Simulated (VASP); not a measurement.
# Ta2H (C222) in VASP: settings compared

Ta2H is run at these levels: r2SCAN, LDA; tasks: single point, relaxation of cell and atoms.

Program: VASP 6.6.1. These are calculated values, not measurements. Logs are shortened: lines on timing, memory, paths and dates and some standing lists are left out, and cuts for length are marked.

### Step 1. The cell of the first run

Symmetry: C222, No. 21, orthorhombic system. Conventional cell: a = 3.414 Å, b = 4.745 Å, c = 4.778 Å, α = 90.00°, β = 90.00°, γ = 90.00°. Within 2.6 Å of Ta (site symmetry 2) lie 2 H at 1.93 Å. Within 2.6 Å of H (site symmetry 222) lie 4 Ta at 1.93 Å.

### Step 2. Single point, r2SCAN

Input file POSCAR:

```
Ta2H
1.0
    1.7071085159     -2.3723794390      0.0000000000
    1.7071085159      2.3723794390      0.0000000000
    0.0000000000      0.0000000000      4.7780486462
Ta H
2 1
Direct
    0.0000000000      0.5000000000      0.2632218774
    0.5000000000      0.0000000000      0.7367781226
    0.0000000000      0.0000000000      0.0000000000
```

Input file INCAR.step1:

```
  PREC = Accurate
  ENCUT = 520
  ISMEAR = 0
  SIGMA = 0.05
  LREAL = False
  LASPH = True
  NELM = 80
  NBANDS = 18
  GGA = PE
  ALGO = Normal
  EDIFF = 1E-4
  LWAVE = True
  LCHARG = False
```

Input file INCAR.step2:

```
  PREC = Accurate
  ENCUT = 520
  EDIFF = 1E-6
  ISMEAR = 0
  SIGMA = 0.05
  LREAL = False
  LASPH = True
  NELM = 80
  ALGO = Normal
  ISIF = 2
  LWAVE = False
  LCHARG = True
  METAGGA = R2SCAN
  LMIXTAU = True
  LELF = True
  LVHAR = True
  NBANDS = 18
  ISTART = 1
```

Input file KPOINTS:

```
regular mesh
0
Gamma
  8 8 5
```

Potentials or basis: VASP PAW PBE potentials, release 64 (Ta_pv, H).

The run is started by

```bash
$ cat potpaw_PBE.64/Ta_pv/POTCAR potpaw_PBE.64/H/POTCAR > POTCAR
$ cp INCAR.step1 INCAR
$ mpirun -np 1 vasp_std > vasp.out
$ cp INCAR.step2 INCAR
$ mpirun -np 1 vasp_std > vasp.out
```

OUTCAR:

```text
PREC = Accurate
   ENCUT = 520
   EDIFF = 1E-6
   ISMEAR = 0
   LREAL = False
   LASPH = True
   NELM = 80
   ISIF = 2
   METAGGA = R2SCAN
   ISTART = 1

 ion  position               nearest neighbor table
   1  0.000  0.500  0.263-   3 1.93   3 1.93   2 2.83   2 2.83   2 3.04   2 3.04   2 3.28   2 3.28
                             2 3.46   2 3.46
   2  0.500  0.000  0.737-   3 1.93   3 1.93   1 2.83   1 2.83   1 3.04   1 3.04   1 3.28   1 3.28
                             1 3.46   1 3.46
   3  0.000  0.000  0.000-   1 1.93   2 1.93   1 1.93   2 1.93

  LATTYP: Found a base centered orthorhombic cell.
 ALAT       =     3.4142170318
 B/A-ratio  =     1.3897062881
 C/A-ratio  =     1.3994566255

  Lattice vectors:

 A1 = (   1.7071085159,  -2.3723794390,   0.0000000000)
 A2 = (   1.7071085159,   2.3723794390,   0.0000000000)
 A3 = (   0.0000000000,   0.0000000000,   4.7780486462)

Analysis of symmetry for initial positions (statically):
=====================================================================
 Subroutine PRICEL returns:
 Original cell was already a primitive cell.

 Routine SETGRP: Setting up the symmetry group for a
 base centered orthorhombic supercell.

 Subroutine GETGRP returns: Found  4 space group operations
 (whereof  4 operations were pure point group operations)
 out of a pool of  8 trial point group operations.

The static configuration has the point symmetry D_2 .

Analysis of symmetry for dynamics (positions and initial velocities):
=====================================================================
 Subroutine PRICEL returns:
 Original cell was already a primitive cell.

 Routine SETGRP: Setting up the symmetry group for a
 base centered orthorhombic supercell.

 Subroutine GETGRP returns: Found  4 space group operations
 (whereof  4 operations were pure point group operations)
 out of a pool of  8 trial point group operations.

The dynamic configuration has the point symmetry D_2 .

 Subroutine INISYM returns: Found  4 space group operations
 (whereof  4 operations are pure point group operations),
 and found     1 'primitive' translations

----------------------------------------------------------------------------------------

                                     Primitive cell

  volume of cell :      38.7013

  direct lattice vectors                    reciprocal lattice vectors
     1.707108516 -2.372379439  0.000000000     0.292892921 -0.210758866  0.000000000
     1.707108516  2.372379439  0.000000000     0.292892921  0.210758866  0.000000000
     0.000000000  0.000000000  4.778048646     0.000000000  0.000000000  0.209290460

  length of vectors
     2.922739073  2.922739073  4.778048646     0.360840079  0.360840079  0.209290460

  position of ions in fractional coordinates (direct lattice)
     0.000000000  0.500000000  0.263221877
     0.500000000  0.000000000  0.736778123
     0.000000000  0.000000000  0.000000000

  ion indices of the primitive-cell ions
   primitive index   ion index
                 1           1
                 2           2
                 3           3

----------------------------------------------------------------------------------------

 KPOINTS: regular mesh

Automatic generation of k-mesh.
 Grid dimensions read from file:
 generate k-points for:    8    8    5

 Generating k-lattice:

  Cartesian coordinates                     Fractional coordinates (reciprocal lattice)
     0.036611615 -0.026344858  0.000000000     0.125000000  0.000000000  0.000000000
     0.036611615  0.026344858  0.000000000     0.000000000  0.125000000  0.000000000
     0.000000000  0.000000000  0.041858092     0.000000000  0.000000000  0.200000000

  Length of vectors
     0.045105010  0.045105010  0.041858092

  Shift w.r.t. Gamma in fractional coordinates (k-lattice)
     0.000000000  0.000000000  0.000000000

 Subroutine IBZKPT returns following result:
 ===========================================

 Found     63 irreducible k-points:

 Following reciprocal coordinates:
            Coordinates               Weight
  0.000000  0.000000  0.000000      1.000000
  0.125000  0.000000  0.000000      4.000000
  0.250000  0.000000  0.000000      4.000000
  0.375000  0.000000  0.000000      4.000000
  0.500000  0.000000  0.000000      2.000000
  0.125000  0.125000  0.000000      2.000000
[... 16 lines left out ...]
  0.125000  0.000000  0.200000      8.000000
  0.250000  0.000000  0.200000      8.000000
 [... further k-points ...]
   k-points           NKPTS =     63   k-points in BZ     NKDIM =     63   number of bands    NBANDS=     18
   number of dos      NEDOS =    301   number of ions     NIONS =      3
   total plane-waves  NPLWV =  20736
   dimension x,y,z NGX =    24 NGY =   24 NGZ =   36
   dimension x,y,z NGXF=    48 NGYF=   48 NGZF=   72
   ions per type =               2   1
   NGX,Y,Z   is equivalent  to a cutoff of  13.65, 13.65, 12.53 a.u.
   NGXF,Y,Z  is equivalent  to a cutoff of  27.30, 27.30, 25.05 a.u.
 SYSTEM =  unknown system
   PREC   = accura    normal or accurate (medium, high low for compatibility)
   ISTART =      1    job   : 0-new  1-cont  2-samecut
   ICHARG =      0    charge: 1-file 2-atom 10-const
   ISPIN  =      1    spin polarized calculation?
   LNONCOLLINEAR =      F non collinear calculations
   LSORBIT =      F    spin-orbit coupling
   LASPH  =      T    aspherical Exc in radial PAW
   ENCUT  =  520.0 eV  38.22 Ry    6.18 a.u.   5.43  5.43  8.88*2*pi/ulx,y,z
   NELM   =     80;   NELMIN=  2; NELMDL=  0     # of ELM steps
   EDIFF  = 0.1E-05   stopping-criterion for ELM
   LREAL  =      F    real-space projection
   EDIFFG = 0.1E-04   stopping-criterion for IOM
   NSW    =      0    number of steps for IOM
   IBRION =     -1    ionic relax: 0-MD 1-quasi-New 2-CG
   NFREE  =      0    steps in history (QN), initial steepest desc. (CG)
   ISIF   =      2    stress and relaxation
   ISYM   =      2    0-nonsym 1-usesym 2-fastsym
   POTIM  = 0.5000    time-step for ionic-motion
   TEBEG  =    0.0;   TEEND  =   0.0 temperature during run
   PSTRESS=    0.0 pullay stress
   NELECT =      23.0000    total number of electrons
   NUPDOWN=      -1.0000    fix difference up-down
   EMIN   =  10.00;   EMAX   =-10.00  energy-range for DOS
   EFERMI =   0.00;   METHOD = LEGACY
   ISMEAR =     0;   SIGMA  =   0.05  broadening in eV -4-tet -1-fermi 0-gaus
   EFERMI_NEDOS =   21; number of points for ismear=-14 and -15
   IALGO  =     38    algorithm
   IMIX   =      4    mixing-type and parameters
     AMIX     =   0.40;   BMIX     =  1.00
     AMIX_MAG =   1.60;   BMIX_MAG =  1.00
  volume/ion in A,a.u.               =      12.90        87.06
  Fermi-wavevector in a.u.,A,eV,Ry     =   1.376392  2.601004 25.775627  1.894455
  Thomas-Fermi vector in A             =   2.501641
   LORBIT       =      0    0 simple, 1 ext, 2 COOP (PROOUT), +10 PAW based schemes
   METAGGA = R2SCAN    functional components
   LHFCALC =     F    Hartree Fock is set to
   AEXX    =    0.0000 exact exchange contribution
   IVDW    =     0    specifies the selected vdW correction
   LEPSILON=     F    determine dielectric tensor
   LRPA    =     F    only Hartree local field effects (RPA)
 non-spin polarized calculation
 Gauss-broadening in eV      SIGMA  =   0.05
  energy-cutoff  :      520.00
  volume of cell :       38.70
 maximum number of plane-waves:      1059
 NGX is ok and might be reduce to    24
   NGX = 11   NGY = 11   NGZ = 17

 number of electron      22.9999998 magnetization

 Free energy of the ion-electron system (eV)
  ---------------------------------------------------
  ext. energy  EPLUGINS =         0.00000000
  ---------------------------------------------------
  free energy    TOTEN  =      -101.17445994 eV

  energy without entropy =     -101.17326554  energy(sigma->0) =     -101.17386274

 E-fermi :   5.3099     XC(G=0): -13.6217

 val. band max:        5.2635409282   @ k =   0.1250   0.0000   0.2000
 cond. band min:       5.3131493102   @ k =  -0.2500   0.1250   0.4000
 fundamental gap:      0.0496083820
 Fermi energy:         5.3099484694

 k-point     1 :       0.0000    0.0000    0.0000
  band No.  band energies     occupation
      1     -30.3828      2.00000
      2     -29.6555      2.00000
      3     -29.3520      2.00000
      4     -29.3480      2.00000
      5     -29.3175      2.00000
      6     -29.2883      2.00000
[... 10 lines left out ...]
     17       9.8977      0.00000
     18      12.4910      0.00000

 k-point     2 :       0.1250    0.0000    0.0000
  band No.  band energies     occupation
      1     -30.3332      2.00000
      2     -29.7104      2.00000
      3     -29.4400      2.00000
      4     -29.3910      2.00000
      5     -29.3674      2.00000
      6     -29.3123      2.00000
[... 10 lines left out ...]
     17      10.1469      0.00000
     18      12.7325      0.00000

 k-point     3 :       0.2500    0.0000    0.0000
  band No.  band energies     occupation
      1     -30.1989      2.00000
      2     -29.9010      2.00000
      3     -29.7165      2.00000
      4     -29.4680      2.00000
      5     -29.4245      2.00000
      6     -29.3365      2.00000
[... 10 lines left out ...]
     17       9.9455      0.00000
     18      13.2983      0.00000

 k-point     4 :       0.3750    0.0000    0.0000
  band No.  band energies     occupation
      1     -30.1242      2.00000
      2     -30.0674      2.00000
      3     -29.9276      2.00000
      4     -29.5914      2.00000
      5     -29.4409      2.00000
      6     -29.3636      2.00000
[... 375 lines left out ...]
      4     -29.3628      2.00000
      5     -29.3189      2.00000
      6     -29.3049      2.00000
[... 10 lines left out ...]
     17       9.6602      0.00000
     18      11.3238      0.00000

 k-point    23 :       0.1250    0.0000    0.2000
  band No.  band energies     occupation
      1     -30.2619      2.00000
      2     -29.6861      2.00000
      3     -29.5260      2.00000
      4     -29.3953      2.00000
      5     -29.3830      2.00000
      6     -29.3132      2.00000
[... 10 lines left out ...]
     17       9.8980      0.00000
     18      11.7075      0.00000

 k-point    24 :       0.2500    0.0000    0.2000
  band No.  band energies     occupation
      1     -30.1984      2.00000
      2     -29.8787      2.00000
      3     -29.7396      2.00000
      4     -29.4852      2.00000
      5     -29.4293      2.00000
      6     -29.3152      2.00000
[... 10 lines left out ...]
     17       9.8065      0.00000
     18      12.7462      0.00000

 [... further k-points ...]

------------------------ aborting loop because EDIFF is reached ----------------------------------------

  FORCE on cell =-STRESS in cart. coord.  units (eV):
  Direction    XX          YY          ZZ          XY          YZ          ZX
  --------------------------------------------------------------------------------------
  -------------------------------------------------------------------------------------
  Total        0.1423145      0.1506036      0.1514859      0.0000000      0.0000000      0.0000000
  in kB        5.8916072      6.2347649      6.2712919      0.0000000      0.0000000      0.0000000
  external PRESSURE =       6.1325547 kB  Pullay stress =       0.0000000 kB

 VOLUME and BASIS-vectors are now :
 -----------------------------------------------------------------------------
  energy-cutoff  :      520.00
  volume of cell :       38.70
      direct lattice vectors                 reciprocal lattice vectors
     1.707108516 -2.372379439  0.000000000     0.292892921 -0.210758866  0.000000000
     1.707108516  2.372379439  0.000000000     0.292892921  0.210758866  0.000000000
     0.000000000  0.000000000  4.778048646     0.000000000  0.000000000  0.209290460

 POSITION                                       TOTAL-FORCE (eV/Angst)
 -----------------------------------------------------------------------------------
      0.85355      1.18619      1.25769        -0.000000      0.000000      0.017515
      0.85355     -1.18619      3.52036         0.000000      0.000000     -0.017515
      0.00000      0.00000      0.00000         0.000000     -0.000000      0.000000
 -----------------------------------------------------------------------------------
    total drift:                                0.000000     -0.000000      0.000000

  FREE ENERGIE OF THE ION-ELECTRON SYSTEM (eV)
  ---------------------------------------------------
  free  energy   TOTEN  =      -101.1744599355 eV

  energy  without entropy=     -101.1732655394  energy(sigma->0) =     -101.17386274
```

It took 2.1 min on 1 thread of Oxide Virtual Turin-like, shared host; peak memory 0.15 GiB.

Results:

| Property | Result |
| --- | --- |
| Free energy | -101.1745 eV |
| Pressure | 0.6 GPa |
| Largest force | 0.018 eV/Å |
| Band gap on the k mesh | zero (an odd number of electrons rules out a gap without spin polarisation) |

Forces in eV/Å, atoms in the order of the input:
```
Ta   0.000  0.000  0.018
Ta   0.000  0.000 -0.018
H    0.000  0.000  0.000
```

Levels at points of the mesh, in eV from the Fermi level:
| k point | band 9 | band 10 | band 11 | band 12 | band 13 | band 14 |
| --- | --- | --- | --- | --- | --- | --- |
| (0.00, 0.00, 0.00) | -3.26 | -0.75 | 0.34 | 0.36 | 0.84 | 3.43 |
| (0.50, 0.00, 0.00) | -2.72 | -1.82 | -0.90 | -0.86 | 3.07 | 3.20 |
| (0.50, 0.50, 0.00) | -3.90 | -2.37 | -0.25 | 3.68 | 4.18 | 6.13 |

Caveat: the PAW data sets were made with another functional, which shifts forces and pressure a little; spin-orbit coupling is left out, which moves the levels of the heavy elements.

### Step 3. Single point, LDA

Input file INCAR:

```
SYSTEM = Ta2H
PREC = Accurate
ENCUT = 520
EDIFF = 1E-7
ISMEAR = 0
SIGMA = 0.05
LREAL = .FALSE.
LASPH = .TRUE.
NELM = 60
ALGO = Normal
ISIF = 2
LWAVE = .FALSE.
LCHARG = .FALSE.
NBANDS = 18
```

Input file KPOINTS:

```
Automatic mesh
0
G
  11 11 6
  0 0 0
```

POSCAR is that of step 2.

Potentials or basis: VASP PAW LDA potentials, release 64 (Ta_pv, H).

The run is started by

```bash
$ cat potpaw_LDA.64/Ta_pv/POTCAR potpaw_LDA.64/H/POTCAR > POTCAR
$ mpirun -np 1 vasp_std > vasp.out
```

Wall time 58 s (1 thread of Oxide Virtual Turin-like, shared host); peak memory 0.17 GiB.

Results (log left out):

```
Free energy            : -29.6909 eV
Pressure               : -7.6 GPa
Largest force          : 0.246 eV/Å
Band gap on the k mesh : zero (an odd number of electrons rules out a gap without spin polarisation)
```

Forces in eV/Å, atoms in the order of the input:
```
Ta   0.000  0.000  0.246
Ta   0.000  0.000 -0.246
H    0.000  0.000  0.000
```

Stress tensor (GPa, compression positive):
```
-8.66  0.00  0.00
 0.00 -6.75  0.00
 0.00  0.00 -7.38
```

Levels at points of the mesh, in eV from the Fermi level:
| k point | band 10 | band 11 | band 12 | band 13 | band 14 | band 15 |
| --- | --- | --- | --- | --- | --- | --- |
| (0.00, 0.00, 0.00) | -0.51 | 0.26 | 0.27 | 0.76 | 3.03 | 3.47 |
| (0.00, 0.00, 0.50) | -1.13 | -0.74 | 0.32 | 2.36 | 2.89 | 3.02 |

Caveat: the cell stands under tension; spin-orbit coupling is left out, which moves the levels of the heavy elements.

(Part 1 of 2 ends here.)

The gap in the log of VASP goes by the Fermi energy; the results here count the filled bands.